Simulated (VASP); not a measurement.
Here is a VASP 6.6.1 calculation.

INCAR

```
SYSTEM = Te
ALGO = Normal
EDIFF = 1E-7
EDIFFG = -0.01
ENCUT = 600
GGA = PS
IBRION = 2
ISIF = 3
ISMEAR = -1
LASPH = .TRUE.
LCHARG = .FALSE.
LREAL = .FALSE.
LWAVE = .FALSE.
NELM = 60
NSW = 80
PREC = Accurate
PSTRESS = 200.0
SIGMA = 0.05
```

KPOINTS

```
k-points
0
G
  9 9 9
  0 0 0
```

The input POSCAR:

```
Te
1.0
    2.3059043427      1.3313144930      1.6909537039
   -2.3059043427      1.3313144930      1.6909537039
    0.0000000000     -2.6626289860      1.6909537039
Te
1
Direct
    0.5000000000      0.5000000000      0.5000000000
```

Potentials or basis: VASP PAW PBE potentials, release 64 (Te).

Run with:

```sh
$ cat potpaw_PBE.64/Te/POTCAR > POTCAR
$ mpirun -np 1 vasp_std > vasp.out
```

Estimate the space group after relaxing (to 0.05 Å).

R-3m (No. 166).

Estimate the relaxed cell.

a = 2.958 Å, b = 2.958 Å, c = 2.958 Å, α = 104.10°, β = 104.10°, γ = 104.10°.

What does it give for the band gap on the k mesh?

Zero (band 3 reaches 14.98 eV, above the bottom of band 4 at 7.41 eV).

Predict the relaxed volume.

23.04 Å³/atom.

Final structure:
```cif
data_structure
_symmetry_space_group_name_H-M 'P 1'
_symmetry_Int_Tables_number 1
_cell_length_a 2.9577
_cell_length_b 2.9577
_cell_length_c 2.9577
_cell_angle_alpha 104.096
_cell_angle_beta 104.096
_cell_angle_gamma 104.096
_cell_volume 23.04
loop_
_atom_site_label
_atom_site_type_symbol
_atom_site_fract_x
_atom_site_fract_y
_atom_site_fract_z
_atom_site_occupancy
Te1 Te 0.50000 0.50000 0.50000 1
```

Caveat: the cell is relaxed towards a set pressure, so the enthalpy falls and the energy may rise; the volume moved by over 15 % at a fixed basis, so the end points are rough; the PAW data sets were made with another functional, which shifts forces and pressure a little; spin-orbit coupling is left out, which moves the levels of the heavy elements.
